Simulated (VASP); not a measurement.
# Yb3Rh (Pm-3m) in VASP: notebook

Runs on Yb3Rh. Level: PBE. Tasks: single point, relaxation of cell and atoms.

Program: VASP 6.6.1. These are calculated values, not measurements. Logs are shortened: lines on timing, memory, paths and dates and some standing lists are left out, and cuts for length are marked.

## Step 1: The cell of the first run

Symmetry: Pm-3m, No. 221, cubic system. The conventional cell has a = 4.612 Å, b = 4.612 Å, c = 4.612 Å, α = 90.00°, β = 90.00°, γ = 90.00°. Within 4.3 Å of Yb (site symmetry 4/mmm) lie 8 Yb at 3.26 Å and 4 Rh at 3.26 Å. Rh (site symmetry m-3m) has 12 Yb at 3.26 Å within 4.3 Å.

The cell was built from a structure type or drawn by symmetry, and may not be a known phase.

## Step 2: Single point, PBE

INCAR

```
ALGO = Normal
EDIFF = 1E-6
ENCUT = 520
GGA = PE
ISIF = 2
ISMEAR = 0
LASPH = T
LCHARG = F
LREAL = F
LWAVE = F
NBANDS = 52
NELM = 60
PREC = Accurate
SIGMA = 0.1
```

KPOINTS

```
k-points
0
Gamma
  4 4 4
```

POSCAR

```
Yb3Rh
1.0
    4.6119394276      0.0000000000      0.0000000000
    0.0000000000      4.6119394276      0.0000000000
    0.0000000000      0.0000000000      4.6119394276
Yb Rh
3 1
Direct
    0.0000000000      0.5000000000      0.5000000000
    0.5000000000      0.0000000000      0.5000000000
    0.5000000000      0.5000000000      0.0000000000
    0.0000000000      0.0000000000      0.0000000000
```

Potentials or basis: VASP PAW PBE potentials, release 64 (Yb, Rh_pv).

Started as:

```sh
cat potpaw_PBE.64/Yb/POTCAR potpaw_PBE.64/Rh_pv/POTCAR > POTCAR
mpirun -np 1 vasp_std > vasp.out
```

OUTCAR:

```text
EDIFF = 1E-6
   ENCUT = 520
   GGA = PE
   ISIF = 2
   ISMEAR = 0
   LASPH = T
   LREAL = F
   NELM = 60
   PREC = Accurate

 ion  position               nearest neighbor table
   1  0.000  0.500  0.500-   2 3.26   3 3.26   4 3.26   3 3.26   4 3.26   2 3.26   4 3.26   4 3.26
                             2 3.26   3 3.26   3 3.26   2 3.26
   2  0.500  0.000  0.500-   1 3.26   3 3.26   4 3.26   3 3.26   4 3.26   1 3.26   3 3.26   3 3.26
                             1 3.26   4 3.26   4 3.26   1 3.26
   3  0.500  0.500  0.000-   1 3.26   2 3.26   4 3.26   1 3.26   2 3.26   2 3.26   4 3.26   2 3.26
                             1 3.26   4 3.26   1 3.26   4 3.26
   4  0.000  0.000  0.000-   1 3.26   2 3.26   3 3.26   1 3.26   2 3.26   1 3.26   3 3.26   1 3.26
                             2 3.26   3 3.26   2 3.26   3 3.26

  LATTYP: Found a simple cubic cell.
 ALAT       =     4.6119394276

  Lattice vectors:

 A1 = (   4.6119394276,   0.0000000000,   0.0000000000)
 A2 = (   0.0000000000,   4.6119394276,   0.0000000000)
 A3 = (   0.0000000000,   0.0000000000,   4.6119394276)

Analysis of symmetry for initial positions (statically):
=====================================================================
 Subroutine PRICEL returns:
 Original cell was already a primitive cell.

 Routine SETGRP: Setting up the symmetry group for a
 simple cubic supercell.

 Subroutine GETGRP returns: Found 48 space group operations
 (whereof 48 operations were pure point group operations)
 out of a pool of 48 trial point group operations.

The static configuration has the point symmetry O_h .

Analysis of symmetry for dynamics (positions and initial velocities):
=====================================================================
 Subroutine PRICEL returns:
 Original cell was already a primitive cell.

 Routine SETGRP: Setting up the symmetry group for a
 simple cubic supercell.

 Subroutine GETGRP returns: Found 48 space group operations
 (whereof 48 operations were pure point group operations)
 out of a pool of 48 trial point group operations.

The dynamic configuration has the point symmetry O_h .

 Subroutine INISYM returns: Found 48 space group operations
 (whereof 48 operations are pure point group operations),
 and found     1 'primitive' translations

----------------------------------------------------------------------------------------

                                     Primitive cell

  volume of cell :      98.0959

  direct lattice vectors                    reciprocal lattice vectors
     4.611939428  0.000000000  0.000000000     0.216828520  0.000000000  0.000000000
     0.000000000  4.611939428  0.000000000     0.000000000  0.216828520  0.000000000
     0.000000000  0.000000000  4.611939428     0.000000000  0.000000000  0.216828520

  length of vectors
     4.611939428  4.611939428  4.611939428     0.216828520  0.216828520  0.216828520

  position of ions in fractional coordinates (direct lattice)
     0.000000000  0.500000000  0.500000000
     0.500000000  0.000000000  0.500000000
     0.500000000  0.500000000  0.000000000
     0.000000000  0.000000000  0.000000000

  ion indices of the primitive-cell ions
   primitive index   ion index
                 1           1
                 2           2
                 3           3
                 4           4

----------------------------------------------------------------------------------------

 KPOINTS: k-points

Automatic generation of k-mesh.
 Grid dimensions read from file:
 generate k-points for:    4    4    4

 Generating k-lattice:

  Cartesian coordinates                     Fractional coordinates (reciprocal lattice)
     0.054207130  0.000000000  0.000000000     0.250000000  0.000000000  0.000000000
     0.000000000  0.054207130  0.000000000     0.000000000  0.250000000  0.000000000
     0.000000000  0.000000000  0.054207130     0.000000000  0.000000000  0.250000000

  Length of vectors
     0.054207130  0.054207130  0.054207130

  Shift w.r.t. Gamma in fractional coordinates (k-lattice)
     0.000000000  0.000000000  0.000000000

 Subroutine IBZKPT returns following result:
 ===========================================

 Found     10 irreducible k-points:

 Following reciprocal coordinates:
            Coordinates               Weight
  0.000000  0.000000  0.000000      1.000000
  0.250000  0.000000  0.000000      6.000000
  0.500000  0.000000  0.000000      3.000000
  0.250000  0.250000  0.000000     12.000000
  0.500000  0.250000  0.000000     12.000000
  0.500000  0.500000  0.000000      3.000000
  0.250000  0.250000  0.250000      8.000000
  0.500000  0.250000  0.250000     12.000000
  0.500000  0.500000  0.250000      6.000000
  0.500000  0.500000  0.500000      1.000000
   k-points           NKPTS =     10   k-points in BZ     NKDIM =     10   number of bands    NBANDS=     52
   number of dos      NEDOS =    301   number of ions     NIONS =      4
   total plane-waves  NPLWV =  46656
   dimension x,y,z NGX =    36 NGY =   36 NGZ =   36
   dimension x,y,z NGXF=    72 NGYF=   72 NGZF=   72
   ions per type =               3   1
   NGX,Y,Z   is equivalent  to a cutoff of  12.98, 12.98, 12.98 a.u.
   NGXF,Y,Z  is equivalent  to a cutoff of  25.95, 25.95, 25.95 a.u.
 SYSTEM =  unknown system
   PREC   = accura    normal or accurate (medium, high low for compatibility)
   ISTART =      0    job   : 0-new  1-cont  2-samecut
   ICHARG =      2    charge: 1-file 2-atom 10-const
   ISPIN  =      1    spin polarized calculation?
   LNONCOLLINEAR =      F non collinear calculations
   LSORBIT =      F    spin-orbit coupling
   LASPH  =      T    aspherical Exc in radial PAW
   ENCUT  =  520.0 eV  38.22 Ry    6.18 a.u.   8.58  8.58  8.58*2*pi/ulx,y,z
   NELM   =     60;   NELMIN=  2; NELMDL= -5     # of ELM steps
   EDIFF  = 0.1E-05   stopping-criterion for ELM
   LREAL  =      F    real-space projection
[... 7 lines left out ...]
   TEBEG  =    0.0;   TEEND  =   0.0 temperature during run
   PSTRESS=    0.0 pullay stress
   NELECT =      87.0000    total number of electrons
   NUPDOWN=      -1.0000    fix difference up-down
   EMIN   =  10.00;   EMAX   =-10.00  energy-range for DOS
   EFERMI =   0.00;   METHOD = LEGACY
   ISMEAR =     0;   SIGMA  =   0.10  broadening in eV -4-tet -1-fermi 0-gaus
   EFERMI_NEDOS =   21; number of points for ismear=-14 and -15
   IALGO  =     38    algorithm
   IMIX   =      4    mixing-type and parameters
     AMIX     =   0.40;   BMIX     =  1.00
     AMIX_MAG =   1.60;   BMIX_MAG =  1.00
  volume/ion in A,a.u.               =      24.52       165.50
  Fermi-wavevector in a.u.,A,eV,Ry     =   1.572887  2.972326 33.660473  2.473975
  Thomas-Fermi vector in A             =   2.674254
   LORBIT       =      0    0 simple, 1 ext, 2 COOP (PROOUT), +10 PAW based schemes
   GGA     = PE    functional components
   LHFCALC =     F    Hartree Fock is set to
   AEXX    =    0.0000 exact exchange contribution
   IVDW    =     0    specifies the selected vdW correction
   LEPSILON=     F    determine dielectric tensor
   LRPA    =     F    only Hartree local field effects (RPA)
 non-spin polarized calculation
 Gauss-broadening in eV      SIGMA  =   0.10
  energy-cutoff  :      520.00
  volume of cell :       98.10
 maximum number of plane-waves:      2680
 NGX is ok and might be reduce to    36
   NGX = 17   NGY = 17   NGZ = 17

 number of electron      86.9999997 magnetization

 Free energy of the ion-electron system (eV)
  ---------------------------------------------------
  ext. energy  EPLUGINS =         0.00000000
  ---------------------------------------------------
  free energy    TOTEN  =       -18.50033902 eV

  energy without entropy =      -18.47779396  energy(sigma->0) =      -18.48906649

 E-fermi :   3.4738     XC(G=0): -11.0910

 val. band max:        3.4666903163   @ k =   0.5000   0.2500   0.0000
 cond. band min:       3.4940750996   @ k =   0.5000   0.5000   0.0000
 fundamental gap:      0.0273847832
 Fermi energy:         3.4738364846

 k-point     1 :       0.0000    0.0000    0.0000
  band No.  band energies     occupation
      1     -48.0779      2.00000
      2     -47.9872      2.00000
      3     -47.9872      2.00000
      4     -42.0637      2.00000
      5     -42.0637      2.00000
      6     -42.0637      2.00000
[... 44 lines left out ...]
     51       6.6621      0.00000
     52       9.3917      0.00000

 k-point     2 :       0.2500    0.0000    0.0000
  band No.  band energies     occupation
      1     -48.0664      2.00000
      2     -47.9987      2.00000
      3     -47.9871      2.00000
      4     -42.0637      2.00000
      5     -42.0636      2.00000
      6     -42.0636      2.00000
[... 44 lines left out ...]
     51       6.7104      0.00000
     52       8.8332      0.00000

 k-point     3 :       0.5000    0.0000    0.0000
  band No.  band energies     occupation
      1     -48.0478      2.00000
      2     -48.0174      2.00000
      3     -47.9870      2.00000
      4     -42.0637      2.00000
      5     -42.0636      2.00000
      6     -42.0636      2.00000
[... 44 lines left out ...]
     51       6.7996      0.00000
     52       6.9570      0.00000

 k-point     4 :       0.2500    0.2500    0.0000
  band No.  band energies     occupation
      1     -48.0561      2.00000
      2     -48.0022      2.00000
      3     -47.9937      2.00000
      4     -42.0638      2.00000
      5     -42.0636      2.00000
      6     -42.0636      2.00000
[... 44 lines left out ...]
     51       6.9760      0.00000
     52       8.4051      0.00000

 k-point     5 :       0.5000    0.2500    0.0000
  band No.  band energies     occupation
      1     -48.0388      2.00000
      2     -48.0173      2.00000
      3     -47.9958      2.00000
      4     -42.0638      2.00000
      5     -42.0638      2.00000
      6     -42.0636      2.00000
[... 44 lines left out ...]
     51       7.3465      0.00000
     52       7.3897      0.00000

 k-point     6 :       0.5000    0.5000    0.0000
  band No.  band energies     occupation
      1     -48.0172      2.00000
      2     -48.0172      2.00000
      3     -48.0172      2.00000
      4     -42.0639      2.00000
      5     -42.0639      2.00000
      6     -42.0636      2.00000
[... 44 lines left out ...]
     51       6.8498      0.00000
     52       7.8298      0.00000

 k-point     7 :       0.2500    0.2500    0.2500
  band No.  band energies     occupation
      1     -48.0476      2.00000
      2     -48.0021      2.00000
      3     -48.0021      2.00000
      4     -42.0638      2.00000
      5     -42.0638      2.00000
      6     -42.0636      2.00000
[... 44 lines left out ...]
     51       6.1799      0.00000
     52       8.5625      0.00000

 k-point     8 :       0.5000    0.2500    0.2500
  band No.  band energies     occupation
      1     -48.0324      2.00000
      2     -48.0172      2.00000
      3     -48.0020      2.00000
      4     -42.0639      2.00000
      5     -42.0639      2.00000
      6     -42.0637      2.00000
[... 44 lines left out ...]
     51       6.2502      0.00000
     52       7.8439      0.00000

 k-point     9 :       0.5000    0.5000    0.2500
  band No.  band energies     occupation
      1     -48.0171      2.00000
      2     -48.0171      2.00000
      3     -48.0171      2.00000
      4     -42.0640      2.00000
      5     -42.0640      2.00000
      6     -42.0638      2.00000
[... 44 lines left out ...]
     51       6.5208      0.00000
     52       7.1358      0.00000

 k-point    10 :       0.5000    0.5000    0.5000
  band No.  band energies     occupation
      1     -48.0169      2.00000
      2     -48.0169      2.00000
      3     -48.0169      2.00000
      4     -42.0641      2.00000
      5     -42.0641      2.00000
      6     -42.0641      2.00000
[... 44 lines left out ...]
     51       6.6109      0.00000
     52       6.6109      0.00000

------------------------ aborting loop because EDIFF is reached ----------------------------------------

  FORCE on cell =-STRESS in cart. coord.  units (eV):
  Direction    XX          YY          ZZ          XY          YZ          ZX
  --------------------------------------------------------------------------------------
  -------------------------------------------------------------------------------------
  Total       -0.0006278     -0.0006278     -0.0006278     -0.0000000     -0.0000000      0.0000000
  in kB       -0.0102533     -0.0102533     -0.0102533     -0.0000000     -0.0000000      0.0000000
  external PRESSURE =      -0.0102533 kB  Pullay stress =       0.0000000 kB

 VOLUME and BASIS-vectors are now :
 -----------------------------------------------------------------------------
  energy-cutoff  :      520.00
  volume of cell :       98.10
      direct lattice vectors                 reciprocal lattice vectors
     4.611939428  0.000000000  0.000000000     0.216828520  0.000000000  0.000000000
     0.000000000  4.611939428  0.000000000     0.000000000  0.216828520  0.000000000
     0.000000000  0.000000000  4.611939428     0.000000000  0.000000000  0.216828520

 POSITION                                       TOTAL-FORCE (eV/Angst)
 -----------------------------------------------------------------------------------
      0.00000      2.30597      2.30597         0.000000      0.000000      0.000000
      2.30597      0.00000      2.30597         0.000000      0.000000      0.000000
      2.30597      2.30597      0.00000         0.000000      0.000000      0.000000
      0.00000      0.00000      0.00000         0.000000      0.000000      0.000000
 -----------------------------------------------------------------------------------
    total drift:                                0.000000      0.000000      0.000000

  FREE ENERGIE OF THE ION-ELECTRON SYSTEM (eV)
  ---------------------------------------------------
  free  energy   TOTEN  =       -18.5003390194 eV

  energy  without entropy=      -18.4777939583  energy(sigma->0) =      -18.48906649
```

Wall time 3.5 min (1 thread of Intel Xeon Platinum 8488C (Sapphire Rapids), shared host); peak memory 0.23 GiB.

What came out:

```
Free energy            : -18.5003 eV
Pressure               : 0.0 GPa
Band gap on the k mesh : zero (an odd number of electrons rules out a gap without spin polarisation)
```

Levels at points of the mesh, in eV from the Fermi level:
| k point | band 40 | band 41 | band 42 | band 43 | band 44 | band 45 | band 46 | band 47 |
| --- | --- | --- | --- | --- | --- | --- | --- | --- |
| (0.00, 0.00, 0.00) | -0.30 | -0.25 | -0.25 | -0.25 | 1.30 | 1.30 | 1.30 | 1.93 |
| (0.50, 0.00, 0.00) | -0.29 | -0.26 | -0.25 | -0.25 | -0.21 | 0.91 | 0.91 | 1.06 |
| (0.50, 0.50, 0.00) | -0.31 | -0.28 | -0.28 | -0.27 | -0.20 | 0.02 | 0.88 | 1.31 |
| (0.50, 0.50, 0.50) | -0.28 | -0.28 | -0.25 | 0.30 | 0.30 | 0.30 | 1.32 | 1.32 |

Caveat: spin-orbit coupling is left out, which moves the levels of the heavy elements.

## Step 3: Relaxation of cell and atoms, PBE

INCAR

```
  PREC = Accurate
  ENCUT = 600
  EDIFF = 1E-6
  ISMEAR = 0
  SIGMA = 0.1
  LREAL = F
  LASPH = T
  NELM = 100
  ALGO = Normal
  ISIF = 3
  LWAVE = F
  LCHARG = F
  GGA = PE
  IBRION = 2
  NSW = 100
  EDIFFG = -0.01
```

KPOINTS

```
regular mesh
0
Gamma
  10 10 10
```

POSCAR is that of step 2.

Potentials or basis: VASP PAW PBE potentials, release 64 (Yb, Rh_pv).

Started as:

```sh
cat potpaw_PBE.64/Yb/POTCAR potpaw_PBE.64/Rh_pv/POTCAR > POTCAR
mpirun -np 1 vasp_std > vasp.out
```

Run time: 2.5 h. Hardware: 1 thread of Intel Xeon 6975P-C (Granite Rapids), shared host; peak memory 0.49 GiB.

The run converged. Its results:

| Item | Value |
| --- | --- |
| Free energy | -18.5284 eV |
| Relaxed volume | 24.69 Å³/atom |
| Relaxed cell | a = 4.622 Å, b = 4.622 Å, c = 4.622 Å, α = 90.00°, β = 90.00°, γ = 90.00° |
| Space group after relaxing (to 0.1 Å) | Pm-3m (No. 221) |
| Energy gained by relaxing | 0.0 meV/atom |
| Ionic steps | 47 |
| Pressure after relaxing | 0.0 GPa |
| Band gap on the k mesh | zero (an odd number of electrons rules out a gap without spin polarisation) |

Final structure:
```
CELL_PARAMETERS angstrom
4.62249 0.00000 0.00000
0.00000 4.62249 0.00000
0.00000 0.00000 4.62249
ATOMIC_POSITIONS crystal
Yb 0.00000 0.50000 0.50000
Yb 0.50000 0.00000 0.50000
Yb 0.50000 0.50000 0.00000
Rh 0.00000 0.00000 0.00000
```

Levels at points of the mesh, in eV from the Fermi level:
```
           k point  band 41  band 42  band 43  band 44  band 45  band 46  band 47  band 48
(0.00, 0.00, 0.00)    -0.23    -0.23    -0.23     1.34     1.34     1.34     1.97     1.97
(0.50, 0.00, 0.00)    -0.23    -0.22    -0.22    -0.17     0.95     0.95     1.10     2.90
(0.50, 0.50, 0.00)    -0.25    -0.25    -0.24    -0.18     0.03     0.93     1.33     1.64
(0.50, 0.50, 0.50)    -0.25    -0.23     0.33     0.33     0.33     1.35     1.35     1.35
```

Caveat: spin-orbit coupling is left out, which moves the levels of the heavy elements. Spin polarisation is off, so any magnetic state and its effect on volume and gap are missing.
